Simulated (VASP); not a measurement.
Crystal: InGa3As2.

```
CELL_PARAMETERS angstrom
4.67184 0.00000 0.00000
0.00000 4.67184 0.00000
0.00000 0.00000 6.88746
ATOMIC_POSITIONS crystal
In 0.50000 0.50000 0.00000
Ga 0.00000 0.50000 0.50000
Ga 0.50000 0.00000 0.50000
Ga 0.00000 0.00000 0.50000
As 0.50000 0.50000 0.27514
As 0.50000 0.50000 0.72486
```

The cell was built from a structure type or drawn by symmetry, and may not be a known phase.

- Program: VASP 6.6.1
- Task: relaxation of cell and atoms
- Functional: PBE
- Potentials or basis: VASP PAW PBE potentials, release 64 (In_d, Ga_d, As)
- Cutoff: 600 eV
- k mesh: 4 × 4 × 4
- Occupations: gaussian, width 0.1 eV
- Spin: no spin polarisation

At the start: pressure 34.9 GPa; volume 25.05 Å³/atom.

Q: Where does the relaxation end?

A: Over 14 steps the energy falls by 1480.7 meV/atom and the volume is 35.88 Å³/atom (+43.2 %); space group P4/mmm (No. 123, to 0.1 Å) before and after.

Step by step:
```csv
step,energy change (eV),largest force (eV/Å),pressure (GPa),volume (Å³)
1,0.0000,19.0446,34.94,150.33
2,-6.3157,6.9215,2.58,284.14
3,-7.2462,5.1429,2.67,274.31
4,-7.4248,4.3174,2.52,269.14
5,-7.8613,1.9111,2.28,247.44
6,-8.2832,0.5368,4.46,196.79
7,-7.9987,0.5281,8.04,175.30
8,-8.2719,0.6634,4.92,194.37
9,-8.8136,0.0422,-0.62,222.13
10,-8.8136,0.0405,-0.65,222.23
11,-8.8602,0.2327,-0.30,218.91
12,-8.8704,0.4133,-0.01,216.75
13,-8.8820,0.1639,-0.08,215.87
14,-8.8844,0.0040,-0.10,215.26
```

Final structure:
```
CELL_PARAMETERS angstrom
5.12809 0.00000 0.00000
0.00000 5.12809 0.00000
0.00000 0.00000 8.18577
ATOMIC_POSITIONS crystal
In 0.50000 0.50000 0.00000
Ga 0.00000 0.50000 0.50000
Ga 0.50000 0.00000 0.50000
Ga 0.00000 0.00000 0.50000
As 0.50000 0.50000 0.34735
As 0.50000 0.50000 0.65265
```

Caveat: the volume moved by over 15 % at a fixed basis, so the end points are rough.
